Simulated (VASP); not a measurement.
Here is a VASP 6.6.1 calculation.

INCAR

```
ALGO     = Normal         # electronic algorithm
EDIFF    = 1E-7           # SCF threshold, eV
ENCUT    = 520            # plane-wave cutoff, eV
GGA      = PS             # functional
ISIF     = 2              # what is computed and relaxed
ISMEAR   = 0              # smearing method
LASPH    = T              # aspherical terms in the spheres
LCHARG   = F              # write CHGCAR
LREAL    = F              # projectors in reciprocal space
LWAVE    = F              # write WAVECAR
NBANDS   = 36             # bands
NELM     = 60             # most SCF steps
PREC     = Accurate       # precision mode
SIGMA    = 0.05           # smearing width, eV
```

The input KPOINTS:

```
k-points
0
Gamma
  9 9 2
```

POSCAR

```
AlN
1.0
    2.0226209166     -2.0226209166      0.0000000000
    2.0226209166      0.0000000000     -2.0226209166
    8.2927457581      7.8882215747      8.0904836664
Al N
6 6
Direct
    0.6375000000      0.6666666667      0.2916666667
   -0.0125000000      0.0000000000      0.1250000000
    0.2875000000      0.3333333333      0.4583333333
    0.5875000000      0.6666666667      0.7916666667
    0.9375000000      1.0000000000      0.6250000000
    0.2375000000      0.3333333333      0.9583333333
    0.9625000000      0.0000000000      0.3750000000
    0.3125000000      0.3333333333      0.2083333333
    0.6125000000      0.6666666667      0.5416666667
    0.9125000000      1.0000000000      0.8750000000
    0.2625000000      0.3333333333      0.7083333333
    0.6625000000      0.6666666667      0.0416666667
```

Potentials or basis: VASP PAW PBE potentials, release 64 (Al, N).

The run is started by

```bash
$ cat potpaw_PBE.64/Al/POTCAR potpaw_PBE.64/N/POTCAR > POTCAR
$ mpirun -np 1 vasp_std > vasp.out
```

Question: Predict the pressure.

Answer: 1.1 GPa.

Question: Estimate the largest force.

Answer: 1.725 eV/Å.

Question: What does it give for the band gap on the k mesh?

Answer: 4.46 eV.

Forces in eV/Å, atoms in the order of the input:
```
Al  -0.010 -0.009 -0.009
Al  -0.098  0.099  0.060
Al  -0.009 -0.009 -0.009
Al  -0.003 -0.030 -0.013
Al  -0.008 -0.010 -0.009
Al   0.212 -1.616 -0.040
N    0.007  0.011  0.009
N   -0.028  0.037  0.012
N    0.011  0.007  0.009
N    0.187 -0.170 -0.081
N    0.029 -0.011  0.006
N   -0.289  1.700  0.066
```

Caveat: the cell differs from its parent crystal (the part above a cut slid along it); the stress differs along the axes, from -1 to 4 GPa; the PAW data sets were made with another functional, which shifts forces and pressure a little. A k mesh can miss the band edges.
